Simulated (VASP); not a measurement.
Input of a VASP 6.6.1 run:

INCAR

```
SYSTEM = BeZn2Te3
ALGO = Normal
EDIFF = 1E-7
ENCUT = 520
GGA = PE
ISIF = 2
ISMEAR = 0
LASPH = .TRUE.
LCHARG = .FALSE.
LREAL = .FALSE.
LWAVE = .FALSE.
NBANDS = 31
NELM = 100
PREC = Accurate
SIGMA = 0.1
```

KPOINTS

```
k-points
0
G
  6 6 4
  0 0 0
```

POSCAR

```
BeZn2Te3
1.0
    6.9477913868      0.0000000038      0.0000000000
   -3.4738956967      6.0169638393      0.0000000000
    0.0000000000      0.0000000000      4.1069488357
Be Zn Te
1 2 3
Direct
    0.0000000000      0.0000000000      0.0000000000
    0.3333333333      0.6666666667      0.5000000000
    0.6666666667      0.3333333333      0.5000000000
    0.5000000000      0.0000000000      0.0000000000
    0.0000000000      0.5000000000      0.0000000000
    0.5000000000      0.5000000000      0.0000000000
```

Potentials or basis: VASP PAW PBE potentials, release 64 (Be, Zn, Te).

The run is started by

```bash
$ cat potpaw_PBE.64/Be/POTCAR potpaw_PBE.64/Zn/POTCAR potpaw_PBE.64/Te/POTCAR > POTCAR
$ mpirun -np 1 vasp_std > vasp.out
```

**Question.** What does it give for the pressure?

**Answer.** 0.1 GPa.

**Question.** What does it give for the band gap on the k mesh?

**Answer.** Zero (band 22 reaches 4.53 eV, above the bottom of band 23 at 3.55 eV).

Caveat: the k points lie up to 0.38 Å⁻¹ apart; spin-orbit coupling is left out, which moves the levels of the heavy elements.
